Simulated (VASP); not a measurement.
Wanted: the native input for a VASP 6.6.1 run.

| Property | Result |
| --- | --- |
| Task | single point |
| Functional | LDA |
| Potentials or basis | VASP PAW LDA potentials, release 64 (V_sv, Pt) |
| Cutoff | 520 eV |
| k mesh | 11 × 11 × 8 |
| Occupations | fermi-dirac, width 0.1 eV |
| Spin | collinear spin, ferromagnetic start |
| Starting moments | [2.0, 0.0] μB |
| Dipole correction | no |
| Further INCAR settings | ALGO = Normal; EDIFF = 1e-07; NBANDS = 22 |

The structure of VPt lies in POSCAR:

```
VPt
1.0
    2.6940770000      0.0000000000      0.0000000000
    0.0000000000      2.6940770000      0.0000000000
    0.0000000000      0.0000000000      3.8800000000
V Pt
1 1
Direct
    0.5000000000      0.5000000000      0.5000000000
    0.0000000000      0.0000000000      0.0000000000
```

These files were run (other wordings do the same):

INCAR

```
  PREC = Accurate
  ENCUT = 520
  EDIFF = 1E-7
  ISMEAR = -1
  SIGMA = 0.1
  LREAL = False
  LASPH = True
  NELM = 150
  ALGO = Normal
  ISIF = 2
  LWAVE = False
  LCHARG = False
  ISPIN = 2
  MAGMOM = 2 0
  LORBIT = 11
  LMAXMIX = 4
  GGA = CA
  NBANDS = 22
```

KPOINTS

```
Automatic mesh
0
Gamma
  11 11 8
```

Potentials or basis: VASP PAW LDA potentials, release 64 (V_sv, Pt).

Launch:

```sh
$ cat potpaw_LDA.64/V_sv/POTCAR potpaw_LDA.64/Pt/POTCAR > POTCAR
$ mpirun -np 1 vasp_std > vasp.out
```

It gave:

- Pressure: -10.4 GPa
- Net moment: 0.00 μB per cell
- Valence electrons inside the program's atomic spheres: V 11.53; Pt 9.54

Caveat: the cell stands under tension.

Wall time 99 s on 1 thread of Intel(R) Xeon(R) Platinum 8259CL CPU @ 2.50GHz (Skylake/Cascade Lake) (shared host), peak memory 0.21 GiB.
